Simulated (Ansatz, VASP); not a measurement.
**SnSb3 in VASP and in Ansatz**

```
Sn Sb
1.0
     4.81131    0.00000    0.00000
     0.00000    4.81131    0.00000
     0.00000    0.00000    4.81131
Sn Sb
1 3
Cartesian
  0.0000 0.0000 0.0000
  0.0000 2.4057 2.4057
  2.4057 0.0000 2.4057
  2.4057 2.4057 0.0000
```

Alike in both runs: functional PBE; k mesh 10 × 10 × 10; occupations gaussian, width 0.1 eV; no spin polarisation.

Ansatz relaxed the structure, and its values are those at the end. VASP's run is a single point on that final structure, the one shown.

|  | VASP | Ansatz |
| --- | --- | --- |
| version | VASP 6.6.1 | Ansatz 0.2.0 |
| potentials or method | VASP PAW PBE potentials, release 64 (Sn_d, Sb), cutoff 520 eV | scalar-relativistic, plane waves, PAW |
| valence electrons in the cell | 29 | 59 |

```tsv
	VASP	Ansatz	Ansatz less VASP
gap on the k mesh at the Fermi level (eV)	none	none	-
pressure (GPa)	-0.1	0.0	+0.11
```

A gap of «none» marks a metal or a gap that the smearing closes. VASP's potentials hold 29 valence electrons a cell and Ansatz's 59, so a difference there can come from the potentials and not from the codes.

Spin-orbit coupling is off throughout.
